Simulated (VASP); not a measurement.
The system is B2P.

```
B P
1.0
     1.51512    0.87475    3.92488
    -1.51512    0.87475    3.92488
     0.00000   -1.74950    3.92488
B P
2 1
Direct
  0.42934 0.42934 0.42934
  0.57066 0.57066 0.57066
  0.00000 0.00000 0.00000
```

Program: VASP 6.6.1. Alike in all runs: task single point; no spin polarisation; cell as given; cutoff (eV) 520; smearing fermi-dirac 0.05 eV.

Q: Order these runs on this cell by their pressure, lowest first.
A. level BLYP; potentials or basis VASP PAW PBE potentials, release 64 (B, P); k mesh 10 × 10 × 10
B. level LDA; potentials or basis VASP PAW LDA potentials, release 64 (B, P); k mesh 10 × 10 × 10
C. level PBE-based screened hybrid with 25 % exact exchange; potentials or basis VASP PAW PBE potentials, release 64 (B, P); k mesh 5 × 5 × 5; grid for exact exchange (PRECFOCK) Normal; share of exact exchange 0.25; screening parameter 0.3 1/Å
D. level RPBE; potentials or basis VASP PAW PBE potentials, release 64 (B, P); k mesh 10 × 10 × 10

A: B (-6.3 GPa), C (-2.2 GPa), D (2.0 GPa), A (6.1 GPa).

Caveats: some runs use coarse meshes; the PAW data sets were made with another functional, which shifts forces and pressure a little (at least some runs); the cell stands under pressure (at least some runs); the cell stands under tension (at least some runs).
